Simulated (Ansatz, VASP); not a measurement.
# One calculation of Re, two programs

The input INCAR:

```
SYSTEM = Re
ALGO = Normal
EDIFF = 1E-8
ENCUT = 520
GGA = PE
ISIF = 2
ISMEAR = -1
LASPH = .True.
LCHARG = .False.
LEFG = .True.
LREAL = .False.
LWAVE = .False.
NBANDS = 14
NELM = 60
PREC = Accurate
SIGMA = 0.05
```

KPOINTS

```
k-points
0
Gamma
  14 14 8
  0 0 0
```

Contents of POSCAR:

```
Re
1.0
    2.6289300831      0.0000000000      0.0000000000
   -1.3144650416      2.2767202367      0.0000000000
    0.0000000000      0.0000000000      4.1620000000
Re
2
Direct
    0.3333333333      0.6666666667      0.2500000000
    0.6666666667      0.3333333333      0.7500000000
```

Input for Ansatz:

```yaml
crystal:
  lattice:
    - [2.6289300831, 0.0, 0.0]
    - [-1.3144650416, 2.2767202367, 0.0]
    - [0.0, 0.0, 4.162]
  atoms:
    - { symbol: Re, position: [0.3333333333, 0.6666666667, 0.25] }
    - { symbol: Re, position: [0.6666666667, 0.3333333333, 0.75] }
kpoints:
  mp_grid: { grid: [14, 14, 8] }
scf:
  occupations: { method: fermi_dirac, width: 0.05 }
hamiltonian:
  xc: pbe
  pseudopotentials: { kind: all_electron, datasets: crystal }
output:
  forces: true
  stress: true
  eigenvalues: true
  efg: { contact_densities: true }
```

Change from the starting cell: equal xx and yy strain of +1 %, crystal datasets.

Alike in both runs: task electric field gradients; functional PBE; k mesh 14 × 14 × 8; occupations fermi-dirac, width 0.05 eV; no spin polarisation.

```csv
,VASP,Ansatz
version,VASP 6.6.1,Ansatz 0.2.0
potentials or method,"VASP PAW PBE potentials, release 64 (Re), cutoff 520 eV","all-electron PAW with datasets made for the crystal, scalar-relativistic"
```

```tsv
	VASP	Ansatz	Ansatz less VASP
pressure (GPa)	101.0	98.8	-2.17
traceless stress, the component that is largest in VASP (GPa)	10.67	10.76	+0.091
size of Vzz on the site where it differs most (V/Å²)	128.8	99.9	-28.93
```

Both programs put the cell under a high pressure, so it lies far from rest at this level. Ansatz ran all-electron here, and VASP with PAW potentials.

Spin-orbit coupling is off throughout. Noted on VASP's run: the cell as given lies far from equilibrium.
